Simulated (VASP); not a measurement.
# CuRu (Fd-3m) in VASP: a series of runs

The runs below take CuRu through single point, with PBE.

Program: VASP 6.6.1. These are calculated values, not measurements. Logs are shortened: lines on timing, memory, paths and dates and some standing lists are left out, and cuts for length are marked.

## Step 1: The cell of the first run

It takes space group Fd-3m (No. 227, cubic). Conventional cell: a = 5.953 Å, b = 5.953 Å, c = 5.953 Å, α = 90.00°, β = 90.00°, γ = 90.00°. Within 3.4 Å of Cu (site symmetry -43m) lie 4 Cu at 2.58 Å and 10 Ru at 2.58 to 2.98 Å. Ru (site symmetry -43m) has 10 Cu at 2.58 to 2.98 Å and 4 Ru at 2.58 Å within 3.4 Å.

## Step 2: Single point, PBE

INCAR

```
SYSTEM = CuRu
PREC = Accurate ; ENCUT = 520
EDIFF = 1E-6 ; ISMEAR = 0
SIGMA = 0.1 ; LREAL = .False.
LASPH = .True. ; NELM = 100
ALGO = Normal ; ISIF = 2
LWAVE = .False. ; LCHARG = .False.
GGA = PE ; NBANDS = 33
```

KPOINTS

```
regular mesh
0
Gamma
  6 6 6
  0 0 0
```

POSCAR

```
CuRu
1.0
    0.0000000000      2.9767427962      2.9767427962
    2.9767427962      0.0000000000      2.9767427962
    2.9767427962      2.9767427962      0.0000000000
Cu Ru
2 2
Direct
    0.5000000000      0.5000000000      0.5000000000
    0.7500000000      0.7500000000      0.7500000000
    0.0000000000      0.0000000000      0.0000000000
    0.2500000000      0.2500000000      0.2500000000
```

Potentials or basis: VASP PAW PBE potentials, release 64 (Cu, Ru_pv).

Started as:

```console
cat potpaw_PBE.64/Cu/POTCAR potpaw_PBE.64/Ru_pv/POTCAR > POTCAR
mpirun -np 1 vasp_std > vasp.out
```

OUTCAR:

```text
SYSTEM = CuRu
   PREC = Accurate
   ENCUT = 520
   EDIFF = 1E-6
   ISMEAR = 0
   LREAL = .False.
   LASPH = .True.
   NELM = 100
   ISIF = 2
   GGA = PE

 ion  position               nearest neighbor table
   1  0.500  0.500  0.500-   4 2.58   4 2.58   4 2.58   2 2.58   4 2.58   2 2.58   2 2.58   2 2.58
                             3 2.98   3 2.98   3 2.98   3 2.98   3 2.98   3 2.98
   2  0.750  0.750  0.750-   1 2.58   1 2.58   1 2.58   1 2.58   3 2.58   3 2.58   3 2.58   3 2.58
                             4 2.98   4 2.98   4 2.98   4 2.98   4 2.98   4 2.98
   3  0.000  0.000  0.000-   2 2.58   2 2.58   2 2.58   2 2.58   4 2.58   4 2.58   4 2.58   4 2.58
                             1 2.98   1 2.98   1 2.98   1 2.98   1 2.98   1 2.98
   4  0.250  0.250  0.250-   3 2.58   3 2.58   3 2.58   1 2.58   3 2.58   1 2.58   1 2.58   1 2.58
                             2 2.98   2 2.98   2 2.98   2 2.98   2 2.98   2 2.98

  LATTYP: Found a face centered cubic cell.
 ALAT       =     5.9534855924

  Lattice vectors:

 A1 = (   0.0000000000,   2.9767427962,   2.9767427962)
 A2 = (   2.9767427962,   0.0000000000,   2.9767427962)
 A3 = (   2.9767427962,   2.9767427962,   0.0000000000)

Analysis of symmetry for initial positions (statically):
=====================================================================
 Subroutine PRICEL returns:
 Original cell was already a primitive cell.

 Routine SETGRP: Setting up the symmetry group for a
 face centered cubic supercell.

 Subroutine GETGRP returns: Found 48 space group operations
 (whereof 24 operations were pure point group operations)
 out of a pool of 48 trial point group operations.

The static configuration has the point symmetry T_d .
 The point group associated with its full space group is O_h .

Analysis of symmetry for dynamics (positions and initial velocities):
=====================================================================
 Subroutine PRICEL returns:
 Original cell was already a primitive cell.

 Routine SETGRP: Setting up the symmetry group for a
 face centered cubic supercell.

 Subroutine GETGRP returns: Found 48 space group operations
 (whereof 24 operations were pure point group operations)
 out of a pool of 48 trial point group operations.

The dynamic configuration has the point symmetry T_d .
 The point group associated with its full space group is O_h .

 Subroutine INISYM returns: Found 48 space group operations
 (whereof 24 operations are pure point group operations),
 and found     1 'primitive' translations

----------------------------------------------------------------------------------------

                                     Primitive cell

  volume of cell :      52.7538

  direct lattice vectors                    reciprocal lattice vectors
     0.000000000  2.976742796  2.976742796    -0.167968828  0.167968828  0.167968828
     2.976742796  0.000000000  2.976742796     0.167968828 -0.167968828  0.167968828
     2.976742796  2.976742796  0.000000000     0.167968828  0.167968828 -0.167968828

  length of vectors
     4.209750034  4.209750034  4.209750034     0.290930545  0.290930545  0.290930545

  position of ions in fractional coordinates (direct lattice)
     0.500000000  0.500000000  0.500000000
     0.750000000  0.750000000  0.750000000
     0.000000000  0.000000000  0.000000000
     0.250000000  0.250000000  0.250000000

  ion indices of the primitive-cell ions
   primitive index   ion index
                 1           1
                 2           2
                 3           3
                 4           4

----------------------------------------------------------------------------------------

 KPOINTS: regular mesh

Automatic generation of k-mesh.
 Grid dimensions read from file:
 generate k-points for:    6    6    6

 Generating k-lattice:

  Cartesian coordinates                     Fractional coordinates (reciprocal lattice)
    -0.027994805  0.027994805  0.027994805     0.166666667  0.000000000  0.000000000
     0.027994805 -0.027994805  0.027994805     0.000000000  0.166666667  0.000000000
     0.027994805  0.027994805 -0.027994805     0.000000000  0.000000000  0.166666667

  Length of vectors
     0.048488424  0.048488424  0.048488424

  Shift w.r.t. Gamma in fractional coordinates (k-lattice)
     0.000000000  0.000000000  0.000000000

 Subroutine IBZKPT returns following result:
 ===========================================

 Found     16 irreducible k-points:

 Following reciprocal coordinates:
            Coordinates               Weight
  0.000000  0.000000  0.000000      1.000000
  0.166667  0.000000  0.000000      8.000000
  0.333333  0.000000  0.000000      8.000000
  0.500000  0.000000  0.000000      4.000000
  0.166667  0.166667  0.000000      6.000000
  0.333333  0.166667  0.000000     24.000000
[... 8 lines left out ...]
 -0.333333  0.333333  0.166667     24.000000
 -0.333333  0.500000  0.166667     12.000000
   k-points           NKPTS =     16   k-points in BZ     NKDIM =     16   number of bands    NBANDS=     33
   number of dos      NEDOS =    301   number of ions     NIONS =      4
   total plane-waves  NPLWV =  32768
   dimension x,y,z NGX =    32 NGY =   32 NGZ =   32
   dimension x,y,z NGXF=    64 NGYF=   64 NGZF=   64
   ions per type =               2   2
   NGX,Y,Z   is equivalent  to a cutoff of  12.64, 12.64, 12.64 a.u.
   NGXF,Y,Z  is equivalent  to a cutoff of  25.27, 25.27, 25.27 a.u.
 SYSTEM =  CuRu
   PREC   = accura    normal or accurate (medium, high low for compatibility)
   ISTART =      0    job   : 0-new  1-cont  2-samecut
   ICHARG =      2    charge: 1-file 2-atom 10-const
   ISPIN  =      1    spin polarized calculation?
   LNONCOLLINEAR =      F non collinear calculations
   LSORBIT =      F    spin-orbit coupling
   LASPH  =      T    aspherical Exc in radial PAW
   ENCUT  =  520.0 eV  38.22 Ry    6.18 a.u.   7.83  7.83  7.83*2*pi/ulx,y,z
   NELM   =    100;   NELMIN=  2; NELMDL= -5     # of ELM steps
   EDIFF  = 0.1E-05   stopping-criterion for ELM
   LREAL  =      F    real-space projection
   EDIFFG = 0.1E-04   stopping-criterion for IOM
   NSW    =      0    number of steps for IOM
   IBRION =     -1    ionic relax: 0-MD 1-quasi-New 2-CG
   NFREE  =      0    steps in history (QN), initial steepest desc. (CG)
   ISIF   =      2    stress and relaxation
   ISYM   =      2    0-nonsym 1-usesym 2-fastsym
   POTIM  = 0.5000    time-step for ionic-motion
   TEBEG  =    0.0;   TEEND  =   0.0 temperature during run
   PSTRESS=    0.0 pullay stress
   NELECT =      50.0000    total number of electrons
   NUPDOWN=      -1.0000    fix difference up-down
   EMIN   =  10.00;   EMAX   =-10.00  energy-range for DOS
   EFERMI =   0.00;   METHOD = LEGACY
   ISMEAR =     0;   SIGMA  =   0.10  broadening in eV -4-tet -1-fermi 0-gaus
   EFERMI_NEDOS =   21; number of points for ismear=-14 and -15
   IALGO  =     38    algorithm
   IMIX   =      4    mixing-type and parameters
     AMIX     =   0.40;   BMIX     =  1.00
     AMIX_MAG =   1.60;   BMIX_MAG =  1.00
  volume/ion in A,a.u.               =      13.19        89.00
  Fermi-wavevector in a.u.,A,eV,Ry     =   1.608102  3.038872 35.184546  2.585991
  Thomas-Fermi vector in A             =   2.704025
   LORBIT       =      0    0 simple, 1 ext, 2 COOP (PROOUT), +10 PAW based schemes
   GGA     = PE    functional components
   LHFCALC =     F    Hartree Fock is set to
   AEXX    =    0.0000 exact exchange contribution
   IVDW    =     0    specifies the selected vdW correction
   LEPSILON=     F    determine dielectric tensor
   LRPA    =     F    only Hartree local field effects (RPA)
 non-spin polarized calculation
 Gauss-broadening in eV      SIGMA  =   0.10
  energy-cutoff  :      520.00
  volume of cell :       52.75
 maximum number of plane-waves:      1435
   NGX = 15   NGY = 15   NGZ = 15

 number of electron      49.9999996 magnetization

 Free energy of the ion-electron system (eV)
  ---------------------------------------------------
  ext. energy  EPLUGINS =         0.00000000
  ---------------------------------------------------
  free energy    TOTEN  =       -24.60568239 eV

  energy without entropy =      -24.58729486  energy(sigma->0) =      -24.59648863

 E-fermi :   9.7452     XC(G=0): -13.2383

 val. band max:        9.7179290056   @ k =   0.5000   0.3333   0.1667
 cond. band min:       9.7529022771   @ k =  -0.3333   0.3333   0.1667
 fundamental gap:      0.0349732714
 Fermi energy:         9.7452204931

 k-point     1 :       0.0000    0.0000    0.0000
  band No.  band energies     occupation
      1     -33.1976      2.00000
      2     -33.1976      2.00000
      3     -33.1976      2.00000
      4     -32.7876      2.00000
      5     -32.7876      2.00000
      6     -32.7876      2.00000
[... 25 lines left out ...]
     32      18.4470      0.00000
     33      19.0705      0.00000

 k-point     2 :       0.1667    0.0000    0.0000
  band No.  band energies     occupation
      1     -33.2093      2.00000
      2     -33.2093      2.00000
      3     -33.1947      2.00000
      4     -32.7921      2.00000
      5     -32.7756      2.00000
      6     -32.7756      2.00000
[... 25 lines left out ...]
     32      18.2865      0.00000
     33      18.2865      0.00000

 k-point     3 :       0.3333    0.0000    0.0000
  band No.  band energies     occupation
      1     -33.2310      2.00000
      2     -33.2310      2.00000
      3     -33.1895      2.00000
      4     -32.8009      2.00000
      5     -32.7536      2.00000
      6     -32.7536      2.00000
[... 25 lines left out ...]
     32      17.5360      0.00000
     33      17.5360      0.00000

 k-point     4 :       0.5000    0.0000    0.0000
  band No.  band energies     occupation
      1     -33.2411      2.00000
      2     -33.2411      2.00000
      3     -33.1871      2.00000
      4     -32.8050      2.00000
      5     -32.7433      2.00000
      6     -32.7433      2.00000
[... 385 lines left out ...]
     32      18.7348      0.00000
     33      19.4783      0.00000

 k-point    15 :      -0.3333    0.3333    0.1667
  band No.  band energies     occupation
      1     -33.2886      2.00000
      2     -33.2680      2.00000
      3     -33.0712      2.00000
      4     -32.9190      2.00000
      5     -32.7166      2.00000
      6     -32.6984      2.00000
[... 25 lines left out ...]
     32      19.4520      0.00000
     33      21.2252      0.00000

 k-point    16 :      -0.3333    0.5000    0.1667
  band No.  band energies     occupation
      1     -33.2856      2.00000
      2     -33.2856      2.00000
      3     -32.9958      2.00000
      4     -32.9958      2.00000
      5     -32.6997      2.00000
      6     -32.6997      2.00000
[... 25 lines left out ...]
     32      18.4667      0.00000
     33      20.5784      0.00000

------------------------ aborting loop because EDIFF is reached ----------------------------------------

  FORCE on cell =-STRESS in cart. coord.  units (eV):
  Direction    XX          YY          ZZ          XY          YZ          ZX
  --------------------------------------------------------------------------------------
  -------------------------------------------------------------------------------------
  Total       -0.0719527     -0.0719527     -0.0719527      0.0000000     -0.0000000     -0.0000000
  in kB       -2.1852625     -2.1852625     -2.1852625      0.0000000     -0.0000000     -0.0000000
  external PRESSURE =      -2.1852625 kB  Pullay stress =       0.0000000 kB

 VOLUME and BASIS-vectors are now :
 -----------------------------------------------------------------------------
  energy-cutoff  :      520.00
  volume of cell :       52.75
      direct lattice vectors                 reciprocal lattice vectors
     0.000000000  2.976742796  2.976742796    -0.167968828  0.167968828  0.167968828
     2.976742796  0.000000000  2.976742796     0.167968828 -0.167968828  0.167968828
     2.976742796  2.976742796  0.000000000     0.167968828  0.167968828 -0.167968828

 POSITION                                       TOTAL-FORCE (eV/Angst)
 -----------------------------------------------------------------------------------
      2.97674      2.97674      2.97674         0.000000     -0.000000      0.000000
      4.46511      4.46511      4.46511        -0.000000      0.000000     -0.000000
      0.00000      0.00000      0.00000        -0.000000     -0.000000     -0.000000
      1.48837      1.48837      1.48837         0.000000      0.000000      0.000000
 -----------------------------------------------------------------------------------
    total drift:                                0.000000     -0.000000      0.000000

  FREE ENERGIE OF THE ION-ELECTRON SYSTEM (eV)
  ---------------------------------------------------
  free  energy   TOTEN  =       -24.6056823905 eV

  energy  without entropy=      -24.5872948648  energy(sigma->0) =      -24.59648863
```

It took 19 s on 1 thread of Intel Xeon 6975P-C (Granite Rapids), shared host; peak memory 0.18 GiB.

Results:

```
Free energy            : -24.6057 eV
Pressure               : -0.2 GPa
Band gap on the k mesh : zero (bands 25 and 26 overlap by 1.06 eV)
```

Levels at points of the mesh, in eV from the Fermi level:
```
           k point  band 23  band 24  band 25  band 26  band 27  band 28
(0.00, 0.00, 0.00)    -0.13    -0.13    -0.13     0.69     0.69     7.14
(0.50, 0.00, 0.00)    -0.97    -0.14    -0.14     0.43     0.43     1.12
(0.50, 0.50, 0.00)    -0.73    -0.73     0.47     0.47     0.92     0.92
```

## Step 3: Single point, PBE

This run uses another cell than the first one, of 13.84 Å³/atom.

INCAR

```
SYSTEM = CuRu
PREC     = Accurate       ! precision mode
ENCUT    = 520            ! plane-wave cutoff, eV
EDIFF    = 1E-6           ! SCF threshold, eV
ISMEAR   = 0              ! smearing method
SIGMA    = 0.1            ! smearing width, eV
LREAL    = .False.        ! projectors in reciprocal space
LASPH    = .True.         ! aspherical terms in the spheres
NELM     = 100            ! most SCF steps
ALGO     = Normal         ! electronic algorithm
ISIF     = 2              ! what is computed and relaxed
LWAVE    = .False.        ! write WAVECAR
LCHARG   = .False.        ! write CHGCAR
GGA      = PE             ! functional
NBANDS   = 33             ! bands
```

KPOINTS is that of step 2.

POSCAR

```
CuRu
1.0
    0.0000000000      3.0248423629      3.0248423629
    3.0248423629      0.0000000000      3.0248423629
    3.0248423629      3.0248423629      0.0000000000
Cu Ru
2 2
Direct
    0.5000000000      0.5000000000      0.5000000000
    0.7500000000      0.7500000000      0.7500000000
    0.0000000000      0.0000000000      0.0000000000
    0.2500000000      0.2500000000      0.2500000000
```

Potentials or basis: VASP PAW PBE potentials, release 64 (Cu, Ru_pv).

Started as:

```console
cat potpaw_PBE.64/Cu/POTCAR potpaw_PBE.64/Ru_pv/POTCAR > POTCAR
mpirun -np 1 vasp_std > vasp.out
```

Wall time 17 s (1 thread of Intel Xeon 6975P-C (Granite Rapids), shared host); peak memory 0.18 GiB.

The run converged. Its results:

- Free energy: -24.5278 eV
- Pressure: -9.2 GPa
- Band gap on the k mesh: zero (bands 25 and 26 overlap by 1.00 eV)

Levels at points of the mesh, in eV from the Fermi level:
| k point | band 22 | band 23 | band 24 | band 25 | band 26 | band 27 | band 28 | band 29 |
| --- | --- | --- | --- | --- | --- | --- | --- | --- |
| (0.00, 0.00, 0.00) | -0.96 | -0.13 | -0.13 | -0.13 | 0.64 | 0.64 | 7.00 | 7.00 |
| (0.50, 0.00, 0.00) | -1.43 | -0.93 | -0.14 | -0.14 | 0.41 | 0.41 | 1.06 | 6.06 |
| (0.50, 0.50, 0.00) | -1.04 | -0.68 | -0.68 | 0.53 | 0.53 | 0.85 | 0.85 | 0.91 |

Caveat: the cell stands under tension.
